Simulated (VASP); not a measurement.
# AlP (F-43m) in VASP: notebook

AlP is run at these levels: PBE; tasks: single point, relaxation of cell and atoms.

Everything below comes from runs of VASP 6.6.1. Logs are shortened: lines on timing, memory, paths and dates and some standing lists are left out, and cuts for length are marked.

### 1 The cell of the first run

It takes space group F-43m (No. 216, cubic). The conventional cell has a = 5.507 Å, b = 5.507 Å, c = 5.507 Å, α = 90.00°, β = 90.00°, γ = 90.00°. Al (site symmetry -43m) has 4 P at 2.38 Å within 3.2 Å. Within 3.2 Å of P (site symmetry -43m) lie 4 Al at 2.38 Å.

### 2 Single point, PBE

Contents of INCAR:

```
  PREC = Accurate
  ENCUT = 500
  EDIFF = 1E-6
  ISMEAR = 0
  SIGMA = 0.02
  LREAL = False
  LASPH = True
  NELM = 120
  ALGO = Normal
  ISIF = 2
  LWAVE = False
  LCHARG = False
  GGA = PE
  NBANDS = 11
  GGA_COMPAT = False
```

Contents of KPOINTS:

```
Automatic mesh
0
Gamma
  8 8 8
```

Contents of POSCAR:

```
AlP
1.0
    0.0000000000      2.7536699422      2.7536699422
    2.7536699422      0.0000000000      2.7536699422
    2.7536699422      2.7536699422      0.0000000000
Al P
1 1
Direct
    0.0000000000      0.0000000000      0.0000000000
    0.7500000000      0.7500000000      0.7500000000
```

Potentials or basis: VASP PAW PBE potentials, release 64 (Al, P).

Started as:

```
cat potpaw_PBE.64/Al/POTCAR potpaw_PBE.64/P/POTCAR > POTCAR
mpirun -np 1 vasp_std > vasp.out
```

OUTCAR:

```text
PREC = Accurate
   ENCUT = 500
   EDIFF = 1E-6
   ISMEAR = 0
   LREAL = False
   LASPH = True
   NELM = 120
   ISIF = 2
   GGA = PE

 ion  position               nearest neighbor table
   1  0.000  0.000  0.000-   2 2.38   2 2.38   2 2.38   2 2.38
   2  0.750  0.750  0.750-   1 2.38   1 2.38   1 2.38   1 2.38

  LATTYP: Found a face centered cubic cell.
 ALAT       =     5.5073398844

  Lattice vectors:

 A1 = (   0.0000000000,   2.7536699422,   2.7536699422)
 A2 = (   2.7536699422,   0.0000000000,   2.7536699422)
 A3 = (   2.7536699422,   2.7536699422,   0.0000000000)

Analysis of symmetry for initial positions (statically):
=====================================================================
 Subroutine PRICEL returns:
 Original cell was already a primitive cell.

 Routine SETGRP: Setting up the symmetry group for a
 face centered cubic supercell.

 Subroutine GETGRP returns: Found 24 space group operations
 (whereof 24 operations were pure point group operations)
 out of a pool of 48 trial point group operations.

The static configuration has the point symmetry T_d .

Analysis of symmetry for dynamics (positions and initial velocities):
=====================================================================
 Subroutine PRICEL returns:
 Original cell was already a primitive cell.

 Routine SETGRP: Setting up the symmetry group for a
 face centered cubic supercell.

 Subroutine GETGRP returns: Found 24 space group operations
 (whereof 24 operations were pure point group operations)
 out of a pool of 48 trial point group operations.

The dynamic configuration has the point symmetry T_d .

 Subroutine INISYM returns: Found 24 space group operations
 (whereof 24 operations are pure point group operations),
 and found     1 'primitive' translations

----------------------------------------------------------------------------------------

                                     Primitive cell

  volume of cell :      41.7605

  direct lattice vectors                    reciprocal lattice vectors
     0.000000000  2.753669942  2.753669942    -0.181575864  0.181575864  0.181575864
     2.753669942  0.000000000  2.753669942     0.181575864 -0.181575864  0.181575864
     2.753669942  2.753669942  0.000000000     0.181575864  0.181575864 -0.181575864

  length of vectors
     3.894277379  3.894277379  3.894277379     0.314498623  0.314498623  0.314498623

  position of ions in fractional coordinates (direct lattice)
     0.000000000  0.000000000  0.000000000
     0.750000000  0.750000000  0.750000000

  ion indices of the primitive-cell ions
   primitive index   ion index
                 1           1
                 2           2

----------------------------------------------------------------------------------------

 KPOINTS: Automatic mesh

Automatic generation of k-mesh.
 Grid dimensions read from file:
 generate k-points for:    8    8    8

 Generating k-lattice:

  Cartesian coordinates                     Fractional coordinates (reciprocal lattice)
    -0.022696983  0.022696983  0.022696983     0.125000000  0.000000000  0.000000000
     0.022696983 -0.022696983  0.022696983     0.000000000  0.125000000  0.000000000
     0.022696983  0.022696983 -0.022696983     0.000000000  0.000000000  0.125000000

  Length of vectors
     0.039312328  0.039312328  0.039312328

  Shift w.r.t. Gamma in fractional coordinates (k-lattice)
     0.000000000  0.000000000  0.000000000

 Subroutine IBZKPT returns following result:
 ===========================================

 Found     29 irreducible k-points:

 Following reciprocal coordinates:
            Coordinates               Weight
  0.000000  0.000000  0.000000      1.000000
  0.125000  0.000000  0.000000      8.000000
  0.250000  0.000000  0.000000      8.000000
  0.375000  0.000000  0.000000      8.000000
  0.500000  0.000000  0.000000      4.000000
  0.125000  0.125000  0.000000      6.000000
[... 16 lines left out ...]
  0.500000  0.250000  0.125000     48.000000
 -0.375000  0.250000  0.125000     24.000000
 [... further k-points ...]
   k-points           NKPTS =     29   k-points in BZ     NKDIM =     29   number of bands    NBANDS=     11
   number of dos      NEDOS =    301   number of ions     NIONS =      2
   total plane-waves  NPLWV =  21952
   dimension x,y,z NGX =    28 NGY =   28 NGZ =   28
   dimension x,y,z NGXF=    56 NGYF=   56 NGZF=   56
   ions per type =               1   1
   NGX,Y,Z   is equivalent  to a cutoff of  11.95, 11.95, 11.95 a.u.
   NGXF,Y,Z  is equivalent  to a cutoff of  23.91, 23.91, 23.91 a.u.
 SYSTEM =  unknown system
   PREC   = accura    normal or accurate (medium, high low for compatibility)
   ISTART =      0    job   : 0-new  1-cont  2-samecut
   ICHARG =      2    charge: 1-file 2-atom 10-const
   ISPIN  =      1    spin polarized calculation?
   LNONCOLLINEAR =      F non collinear calculations
   LSORBIT =      F    spin-orbit coupling
   LASPH  =      T    aspherical Exc in radial PAW
   ENCUT  =  500.0 eV  36.75 Ry    6.06 a.u.   7.10  7.10  7.10*2*pi/ulx,y,z
   NELM   =    120;   NELMIN=  2; NELMDL= -5     # of ELM steps
   EDIFF  = 0.1E-05   stopping-criterion for ELM
   LREAL  =      F    real-space projection
   EDIFFG = 0.1E-04   stopping-criterion for IOM
   NSW    =      0    number of steps for IOM
   IBRION =     -1    ionic relax: 0-MD 1-quasi-New 2-CG
   NFREE  =      0    steps in history (QN), initial steepest desc. (CG)
   ISIF   =      2    stress and relaxation
   ISYM   =      2    0-nonsym 1-usesym 2-fastsym
   POTIM  = 0.5000    time-step for ionic-motion
   TEBEG  =    0.0;   TEEND  =   0.0 temperature during run
   PSTRESS=    0.0 pullay stress
   NELECT =       8.0000    total number of electrons
   NUPDOWN=      -1.0000    fix difference up-down
   EMIN   =  10.00;   EMAX   =-10.00  energy-range for DOS
   EFERMI =   0.00;   METHOD = LEGACY
   ISMEAR =     0;   SIGMA  =   0.02  broadening in eV -4-tet -1-fermi 0-gaus
   EFERMI_NEDOS =   21; number of points for ismear=-14 and -15
   IALGO  =     38    algorithm
   IMIX   =      4    mixing-type and parameters
     AMIX     =   0.40;   BMIX     =  1.00
     AMIX_MAG =   1.60;   BMIX_MAG =  1.00
  volume/ion in A,a.u.               =      20.88       140.91
  Fermi-wavevector in a.u.,A,eV,Ry     =   0.943734  1.783399 12.117810  0.890634
  Thomas-Fermi vector in A             =   2.071470
   LORBIT       =      0    0 simple, 1 ext, 2 COOP (PROOUT), +10 PAW based schemes
   GGA     = PE    functional components
   LHFCALC =     F    Hartree Fock is set to
   AEXX    =    0.0000 exact exchange contribution
   IVDW    =     0    specifies the selected vdW correction
   LEPSILON=     F    determine dielectric tensor
   LRPA    =     F    only Hartree local field effects (RPA)
 non-spin polarized calculation
 Gauss-broadening in eV      SIGMA  =   0.02
  energy-cutoff  :      500.00
  volume of cell :       41.76
 maximum number of plane-waves:      1069
   NGX = 15   NGY = 15   NGZ = 15

 number of electron       8.0000001 magnetization

 Free energy of the ion-electron system (eV)
  ---------------------------------------------------
  ext. energy  EPLUGINS =         0.00000000
  ---------------------------------------------------
  free energy    TOTEN  =       -10.37677442 eV

  energy without entropy =      -10.37677442  energy(sigma->0) =      -10.37677442

 E-fermi :   4.4620     XC(G=0):  -9.1085

 val. band max:        4.3459996651   @ k =   0.0000   0.0000   0.0000
 cond. band min:       5.9756116622   @ k =   0.5000   0.5000   0.0000
 fundamental gap:      1.6296119971
 Fermi energy:         4.4619836665

 k-point     1 :       0.0000    0.0000    0.0000
  band No.  band energies     occupation
      1      -7.0127      2.00000
      2       4.3460      2.00000
      3       4.3460      2.00000
      4       4.3460      2.00000
      5       7.4311      0.00000
      6       8.8711      0.00000
      7       8.8711      0.00000
      8       8.8711      0.00000
      9      13.1511      0.00000
     10      13.1511      0.00000
     11      14.4576      0.00000

 k-point     2 :       0.1250    0.0000    0.0000
  band No.  band energies     occupation
      1      -6.8454      2.00000
      2       3.1309      2.00000
      3       4.2014      2.00000
      4       4.2014      2.00000
      5       7.9043      0.00000
      6       9.1478      0.00000
      7       9.1478      0.00000
      8       9.3355      0.00000
      9      12.6724      0.00000
     10      12.6724      0.00000
     11      15.1088      0.00000

 k-point     3 :       0.2500    0.0000    0.0000
  band No.  band energies     occupation
      1      -6.3758      2.00000
      2       1.2186      2.00000
      3       3.9132      2.00000
      4       3.9132      2.00000
      5       7.5686      0.00000
      6       9.4579      0.00000
      7       9.4579      0.00000
      8      11.1167      0.00000
      9      12.6425      0.00000
     10      12.6425      0.00000
     11      14.6201      0.00000

 k-point     4 :       0.3750    0.0000    0.0000
  band No.  band energies     occupation
      1      -5.7487      2.00000
      2      -0.3801      2.00000
      3       3.6819      2.00000
      4       3.6819      2.00000
      5       7.1989      0.00000
      6       9.2919      0.00000
      7       9.2919      0.00000
      8      12.4065      0.00000
      9      13.9945      0.00000
     10      13.9945      0.00000
     11      14.8158      0.00000
[... 239 lines left out ...]
 k-point    22 :       0.3750    0.2500    0.1250
  band No.  band energies     occupation
      1      -5.9789      2.00000
      2       0.8859      2.00000
      3       2.5030      2.00000
      4       3.4541      2.00000
      5       8.1767      0.00000
      6       9.0799      0.00000
      7       9.7650      0.00000
      8      11.0727      0.00000
      9      12.6018      0.00000
     10      15.0160      0.00000
     11      17.0766      0.00000

 k-point    23 :       0.5000    0.2500    0.1250
  band No.  band energies     occupation
      1      -5.4060      2.00000
      2      -0.1908      2.00000
      3       1.9465      2.00000
      4       3.0837      2.00000
      5       8.2712      0.00000
      6       9.0941      0.00000
      7      10.3160      0.00000
      8      11.3783      0.00000
      9      13.7133      0.00000
     10      15.5425      0.00000
     11      17.0385      0.00000

 k-point    24 :      -0.3750    0.2500    0.1250
  band No.  band energies     occupation
      1      -5.0956      2.00000
      2      -0.7275      2.00000
      3       1.8112      2.00000
      4       2.9029      2.00000
      5       8.2651      0.00000
      6       8.8427      0.00000
      7      11.1513      0.00000
      8      11.9663      0.00000
      9      13.2297      0.00000
     10      15.7007      0.00000
     11      16.9062      0.00000

 [... further k-points ...]
[... 5 lines left out ...]
  --------------------------------------------------------------------------------------
  -------------------------------------------------------------------------------------
  Total       -0.0187643     -0.0187643     -0.0187643     -0.0000000     -0.0000000      0.0000000
  in kB       -0.7199074     -0.7199074     -0.7199074     -0.0000000     -0.0000000      0.0000000
  external PRESSURE =      -0.7199074 kB  Pullay stress =       0.0000000 kB

 VOLUME and BASIS-vectors are now :
 -----------------------------------------------------------------------------
  energy-cutoff  :      500.00
  volume of cell :       41.76
      direct lattice vectors                 reciprocal lattice vectors
     0.000000000  2.753669942  2.753669942    -0.181575864  0.181575864  0.181575864
     2.753669942  0.000000000  2.753669942     0.181575864 -0.181575864  0.181575864
     2.753669942  2.753669942  0.000000000     0.181575864  0.181575864 -0.181575864

 POSITION                                       TOTAL-FORCE (eV/Angst)
 -----------------------------------------------------------------------------------
      0.00000      0.00000      0.00000        -0.000000     -0.000000     -0.000000
      4.13050      4.13050      4.13050         0.000000      0.000000      0.000000
 -----------------------------------------------------------------------------------
    total drift:                                0.000000      0.000000      0.000000

  FREE ENERGIE OF THE ION-ELECTRON SYSTEM (eV)
  ---------------------------------------------------
  free  energy   TOTEN  =       -10.3767744185 eV

  energy  without entropy=      -10.3767744185  energy(sigma->0) =      -10.37677442
```

Run time: 5 s. Hardware: 1 thread of Intel Xeon 6975P-C (Granite Rapids), shared host; peak memory 0.14 GiB.

What came out:

```yaml
Free_energy: -10.3768 eV
Pressure: -0.1 GPa
Band_gap_on_the_k_mesh: 1.63 eV, indirect (least direct gap 3.09 eV)
```

Levels at points of the mesh, in eV from the valence-band top:
```csv
k point,band 2,band 3,band 4,band 5,band 6,band 7
"(0.00, 0.00, 0.00)",0.00,0.00,0.00,3.09,4.53,4.53
"(0.50, 0.00, 0.00)",-5.41,-0.75,-0.75,2.72,4.81,4.81
"(0.50, 0.50, 0.00)",-5.22,-2.05,-2.05,1.63,2.47,10.85
```

[end of part 1 of 2]
